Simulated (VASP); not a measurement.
# AlN (Fm-3m) in VASP: G0W0 quasiparticle levels with PBE

Aim: the G0W0 quasiparticle levels of AlN with PBE.

Program: VASP 6.6.1. These are calculated values, not measurements. Logs are shortened: lines on timing, memory, paths and dates and some standing lists are left out, and cuts for length are marked.

### Step 1. The cell of the first run

It takes space group Fm-3m (No. 225, cubic). Conventional cell: a = 4.038 Å, b = 4.038 Å, c = 4.038 Å, α = 90.00°, β = 90.00°, γ = 90.00°. Within 2.7 Å of Al (site symmetry m-3m) lie 6 N at 2.02 Å. N (site symmetry m-3m) has 6 Al at 2.02 Å within 2.7 Å.

### Step 2. G0W0 quasiparticle levels, PBE

Input file POSCAR:

```
AlN
1.0
    0.0000000000      2.0188684513      2.0188684513
    2.0188684513      0.0000000000      2.0188684513
    2.0188684513      2.0188684513      0.0000000000
Al N
1 1
Direct
    0.0000000000      0.0000000000      0.0000000000
    0.5000000000      0.5000000000      0.5000000000
```

Input file INCAR.step1:

```
SYSTEM = AlN
PREC     = Accurate       ! precision mode
ENCUT    = 500            ! plane-wave cutoff, eV
EDIFF    = 1E-8           ! SCF threshold, eV
ISMEAR   = 0              ! smearing method
SIGMA    = 0.01           ! smearing width, eV
LREAL    = .False.        ! projectors in reciprocal space
LASPH    = .True.         ! aspherical terms in the spheres
NELM     = 100            ! most SCF steps
ALGO     = Normal         ! electronic algorithm
LWAVE    = .True.         ! write WAVECAR
LCHARG   = .False.        ! write CHGCAR
GGA      = PE             ! functional
```

Input file INCAR.step2:

```
SYSTEM = AlN
PREC     = Accurate       ! precision mode
ENCUT    = 500            ! plane-wave cutoff, eV
EDIFF    = 1E-8           ! SCF threshold, eV
ISMEAR   = 0              ! smearing method
SIGMA    = 0.01           ! smearing width, eV
LREAL    = .False.        ! projectors in reciprocal space
LASPH    = .True.         ! aspherical terms in the spheres
NELM     = 1              ! most SCF steps
ALGO     = Exact          ! electronic algorithm
LWAVE    = .True.         ! write WAVECAR
LCHARG   = .False.        ! write CHGCAR
GGA      = PE             ! functional
NBANDS   = 72             ! bands
LOPTICS  = .True.         ! frequency-dependent dielectric function
ISTART   = 1
```

Input file INCAR.step3:

```
SYSTEM = AlN
PREC     = Accurate       ! precision mode
ENCUT    = 500            ! plane-wave cutoff, eV
EDIFF    = 1E-8           ! SCF threshold, eV
ISMEAR   = 0              ! smearing method
SIGMA    = 0.01           ! smearing width, eV
LREAL    = .False.        ! projectors in reciprocal space
LASPH    = .True.         ! aspherical terms in the spheres
ALGO     = EVGW0          ! electronic algorithm
LWAVE    = .False.        ! write WAVECAR
LCHARG   = .False.        ! write CHGCAR
GGA      = PE             ! functional
NELMGW   = 1            
NBANDS   = 72             ! bands
ENCUTGW  = 150.0          ! cutoff of the response function
NOMEGA   = 96             ! frequency points
PRECFOCK = Fast         
ISTART   = 1            
NBANDSGW = 12           
OMEGAMAX = 20
```

Input file KPOINTS:

```
Automatic mesh
0
Gamma
  6 6 6
  0 0 0
```

Potentials or basis: VASP PAW PBE potentials, release 64 (Al_GW, N_GW).

Started as:

```console
$ cat potpaw_PBE.64/Al_GW/POTCAR potpaw_PBE.64/N_GW/POTCAR > POTCAR
$ cp INCAR.step1 INCAR
$ mpirun -np 1 vasp_std > vasp.out
$ cp INCAR.step2 INCAR
$ mpirun -np 1 vasp_std > vasp.out
$ cp INCAR.step3 INCAR
$ mpirun -np 1 vasp_std > vasp.out
```

OUTCAR:

```text
SYSTEM = AlN
   PREC = Accurate
   ENCUT = 500
   EDIFF = 1E-8
   ISMEAR = 0
   LREAL = .False.
   LASPH = .True.
   GGA = PE
   NELMGW = 1
   ENCUTGW = 150.0
   PRECFOCK = Fast
   ISTART = 1

 ion  position               nearest neighbor table
   1  0.000  0.000  0.000-   2 2.02   2 2.02   2 2.02   2 2.02   2 2.02   2 2.02
   2  0.500  0.500  0.500-   1 2.02   1 2.02   1 2.02   1 2.02   1 2.02   1 2.02

  LATTYP: Found a face centered cubic cell.
 ALAT       =     4.0377369026

  Lattice vectors:

 A1 = (   0.0000000000,   2.0188684513,   2.0188684513)
 A2 = (   2.0188684513,   0.0000000000,   2.0188684513)
 A3 = (   2.0188684513,   2.0188684513,   0.0000000000)

Analysis of symmetry for initial positions (statically):
=====================================================================
 Subroutine PRICEL returns:
 Original cell was already a primitive cell.

 Routine SETGRP: Setting up the symmetry group for a
 face centered cubic supercell.

 Subroutine GETGRP returns: Found 48 space group operations
 (whereof 48 operations were pure point group operations)
 out of a pool of 48 trial point group operations.

The static configuration has the point symmetry O_h .

Analysis of symmetry for dynamics (positions and initial velocities):
=====================================================================
 Subroutine PRICEL returns:
 Original cell was already a primitive cell.

 Routine SETGRP: Setting up the symmetry group for a
 face centered cubic supercell.

 Subroutine GETGRP returns: Found 48 space group operations
 (whereof 48 operations were pure point group operations)
 out of a pool of 48 trial point group operations.

The dynamic configuration has the point symmetry O_h .

 Subroutine INISYM returns: Found 48 space group operations
 (whereof 48 operations are pure point group operations),
 and found     1 'primitive' translations

----------------------------------------------------------------------------------------

                                     Primitive cell

  volume of cell :      16.4571

  direct lattice vectors                    reciprocal lattice vectors
     0.000000000  2.018868451  2.018868451    -0.247663487  0.247663487  0.247663487
     2.018868451  0.000000000  2.018868451     0.247663487 -0.247663487  0.247663487
     2.018868451  2.018868451  0.000000000     0.247663487  0.247663487 -0.247663487

  length of vectors
     2.855111144  2.855111144  2.855111144     0.428965742  0.428965742  0.428965742

  position of ions in fractional coordinates (direct lattice)
     0.000000000  0.000000000  0.000000000
     0.500000000  0.500000000  0.500000000

  ion indices of the primitive-cell ions
   primitive index   ion index
                 1           1
                 2           2

----------------------------------------------------------------------------------------

 KPOINTS: Automatic mesh

Automatic generation of k-mesh.
 Grid dimensions read from file:
 generate k-points for:    6    6    6

 Generating k-lattice:

  Cartesian coordinates                     Fractional coordinates (reciprocal lattice)
    -0.041277248  0.041277248  0.041277248     0.166666667  0.000000000  0.000000000
     0.041277248 -0.041277248  0.041277248     0.000000000  0.166666667  0.000000000
     0.041277248  0.041277248 -0.041277248     0.000000000  0.000000000  0.166666667

  Length of vectors
     0.071494290  0.071494290  0.071494290

  Shift w.r.t. Gamma in fractional coordinates (k-lattice)
     0.000000000  0.000000000  0.000000000

 Subroutine IBZKPT returns following result:
 ===========================================

 Found     16 irreducible k-points:

 Following reciprocal coordinates:
            Coordinates               Weight
  0.000000  0.000000  0.000000      1.000000
  0.166667  0.000000  0.000000      8.000000
  0.333333  0.000000  0.000000      8.000000
  0.500000  0.000000  0.000000      4.000000
  0.166667  0.166667  0.000000      6.000000
  0.333333  0.166667  0.000000     24.000000
[... 8 lines left out ...]
 -0.333333  0.333333  0.166667     24.000000
 -0.333333  0.500000  0.166667     12.000000
   k-points           NKPTS =     16   k-points in BZ     NKDIM =    216   number of bands    NBANDS=     72
   number of dos      NEDOS =    301   number of ions     NIONS =      2
   total plane-waves  NPLWV =  13824
   dimension x,y,z NGX =    24 NGY =   24 NGZ =   24
   dimension x,y,z NGXF=    48 NGYF=   48 NGZF=   48
   ions per type =               1   1
   NGX,Y,Z   is equivalent  to a cutoff of  13.97, 13.97, 13.97 a.u.
   NGXF,Y,Z  is equivalent  to a cutoff of  27.95, 27.95, 27.95 a.u.
 SYSTEM =  AlN
   PREC   = accura    normal or accurate (medium, high low for compatibility)
   ISTART =      1    job   : 0-new  1-cont  2-samecut
   ICHARG =      0    charge: 1-file 2-atom 10-const
   ISPIN  =      1    spin polarized calculation?
   LNONCOLLINEAR =      F non collinear calculations
   LSORBIT =      F    spin-orbit coupling
   LASPH  =      T    aspherical Exc in radial PAW
   ENCUT  =  500.0 eV  36.75 Ry    6.06 a.u.   5.21  5.21  5.21*2*pi/ulx,y,z
   NELM   =     60;   NELMIN=  2; NELMDL=  0     # of ELM steps
   EDIFF  = 0.1E-07   stopping-criterion for ELM
   LREAL  =      F    real-space projection
   EDIFFG = 0.1E-06   stopping-criterion for IOM
   NSW    =      0    number of steps for IOM
   IBRION =     -1    ionic relax: 0-MD 1-quasi-New 2-CG
   NFREE  =      0    steps in history (QN), initial steepest desc. (CG)
   ISIF   =      0    stress and relaxation
   ISYM   =      3    0-nonsym 1-usesym 2-fastsym
   POTIM  = 0.5000    time-step for ionic-motion
   TEBEG  =    0.0;   TEEND  =   0.0 temperature during run
   PSTRESS=    0.0 pullay stress
   NELECT =       8.0000    total number of electrons
   NUPDOWN=      -1.0000    fix difference up-down
   EMIN   =  10.00;   EMAX   =-10.00  energy-range for DOS
   EFERMI =   0.00;   METHOD = LEGACY
   ISMEAR =     0;   SIGMA  =   0.01  broadening in eV -4-tet -1-fermi 0-gaus
   EFERMI_NEDOS =   21; number of points for ismear=-14 and -15
   IALGO  =     38    algorithm
   IMIX   =      4    mixing-type and parameters
     AMIX     =   0.40;   BMIX     =  1.00
     AMIX_MAG =   1.60;   BMIX_MAG =  1.00
  volume/ion in A,a.u.               =       8.23        55.53
  Fermi-wavevector in a.u.,A,eV,Ry     =   1.287222  2.432497 22.544046  1.656941
  Thomas-Fermi vector in A             =   2.419249
   LORBIT       =      0    0 simple, 1 ext, 2 COOP (PROOUT), +10 PAW based schemes
   GGA     = PE    functional components
   LHFCALC =     T    Hartree Fock is set to
   PRECFOCK=fast      Normal, Fast or Accurate (Low or Medium for compatibility)
   ENCUT4O =  -1.0   cutoff for four orbital integrals eV
   NKREDX  =     1    reduce k-point grid by
   NKREDY  =     1    reduce k-point grid by
   NKREDZ  =     1    reduce k-point grid by
   AEXX    =    1.0000 exact exchange contribution
   HFSCREEN=    0.0000 screening length (either q_TF or 0.3 A-1)
   HFSCREENC=   0.0000 screening length for correlation (either q_TF or 0.3 A-1)
   ENCUTFOCK=  -1.0 apply spherical cutoff to Coloumb kernel
   IVDW    =     0    specifies the selected vdW correction
   LEPSILON=     F    determine dielectric tensor
   LRPA    =     F    only Hartree local field effects (RPA)
   LRPAFORCE           =     F    calculate RPA forces
   ENCUTGW             = 150.0    cutoff for response function in eV
   ENCUTGWSOFT         = 120.0    soft cutoff for Coulomb kernel in GW response function in eV
   ENCUTLF             =  -1.0    cutoff for local field effects
   NELMGW              =     1    number of iterations in solving QP/BSE equation
   NELMHF              =     1    number of iterations in the inner HF iteration
   NKREDLFX            =     1    NKREDLFY  =   1   NKREDLFZ  =   1
 non-spin polarized calculation
 Gauss-broadening in eV      SIGMA  =   0.01
  energy-cutoff  :      500.00
  volume of cell :       16.46
 maximum number of plane-waves:       444
 NGX is ok and might be reduce to    24
  NGX = 14; NGY = 14; NGZ = 14
   NGX = 11   NGY = 11   NGZ = 11
 maximum number of plane-waves:        73
 NGX is ok and might be reduce to    14

 QP shifts <psi_nk| G(iteration)W_0 |psi_nk>: iteration 1
 for sc-GW calculations column KS-energies equals QP-energies in previous step
 and V_xc(KS)=  KS-energies - (<T + V_ion + V_H > + <T+V_H+V_ion>^1  + <V_x>^1)

 k-point   1 :       0.0000    0.0000    0.0000
  band No.  KS-energies  QP-energies   sigma(KS)   V_xc(KS)     V^pw_x(r,r')   Z            occupation Imag(sigma)

      1      -8.8691     -10.4179     -16.8235     -14.6658     -24.9251       0.7178       2.0000       1.2972
      2       8.7227       8.0171     -18.2987     -17.4146     -21.1082       0.7981       2.0000       0.0319
      3       8.7227       8.0171     -18.2987     -17.4146     -21.1082       0.7981       2.0000       0.0319
      4       8.7227       8.0171     -18.2987     -17.4146     -21.1082       0.7981       2.0000       0.0319
      5      14.4637      15.5156     -13.3884     -14.6820      -8.9847       0.8132       0.0000      -0.0474
      6      20.8945      21.7464      -9.7025     -10.7377      -4.5459       0.8230       0.0000      -0.0619
      7      20.8945      21.7464      -9.7025     -10.7377      -4.5459       0.8230       0.0000      -0.0619
      8      20.8945      21.7464      -9.7025     -10.7377      -4.5459       0.8230       0.0000      -0.0619
      9      26.0365      26.3057      -9.2552      -9.6091      -2.6711       0.7608       0.0000      -0.2622
     10      26.5236      27.6326     -10.2084     -11.5830      -4.5080       0.8068       0.0000      -0.1602
     11      26.5236      27.6326     -10.2084     -11.5830      -4.5080       0.8068       0.0000      -0.1602
     12      27.6588      28.5773     -10.0064     -11.2191      -2.8880       0.7575       0.0000      -0.3563

 k-point   2 :       0.1667    0.0000    0.0000
  band No.  KS-energies  QP-energies   sigma(KS)   V_xc(KS)     V^pw_x(r,r')   Z            occupation Imag(sigma)
[... 225 lines left out ...]
      1      -4.4834      -5.7446     -18.6683     -17.0052     -26.3247       0.7583       2.0000       0.8468
      2       2.0748       0.8146     -15.3669     -13.7031     -19.4923       0.7574       2.0000       0.0757
      3       4.1688       3.0117     -15.9234     -14.4419     -19.4630       0.7811       2.0000       0.0511
      4       5.0491       3.9991     -16.1216     -14.7866     -19.4082       0.7864       2.0000       0.0459
      5      15.7068      16.7631     -11.3981     -12.6825      -6.8899       0.8225       0.0000      -0.0470
      6      17.0451      17.9057     -11.1106     -12.1569      -6.3983       0.8225       0.0000      -0.0516
      7      21.4075      22.7287     -13.3495     -15.0557      -7.4128       0.7743       0.0000      -0.0891
      8      22.4297      23.5603     -11.0893     -12.5371      -5.0781       0.7809       0.0000      -0.1081
      9      26.7911      27.9387     -11.8128     -13.3259      -4.6715       0.7584       0.0000      -0.3253
     10      30.3664      31.2365     -10.1971     -11.3111      -3.1182       0.7810       0.0000      -0.5431
     11      33.6183      34.8444     -11.1019     -12.6291      -4.0974       0.8029       0.0000      -0.7439
     12      36.3329      37.6744     -11.6946     -13.3977      -3.9150       0.7877       0.0000      -1.0381
```

Wall time 82 s (1 thread of Intel Xeon 6975P-C (Granite Rapids), shared host); peak memory 0.31 GiB.

What came out:

| Property | Result |
| --- | --- |
| Quasiparticle gap | 6.22 eV |
| Least direct quasiparticle gap | 7.50 eV |
| Band gap of the starting levels on the mesh | 4.65 eV |
| Least direct gap of the starting levels on the mesh | 5.74 eV |

Caveat: the k points lie up to 0.45 Å⁻¹ apart; bands, screening cutoff and mesh are small and nothing is extrapolated, so the quasiparticle values aren't converged; the structure was generated, so it needn't be the stable form of AlN.
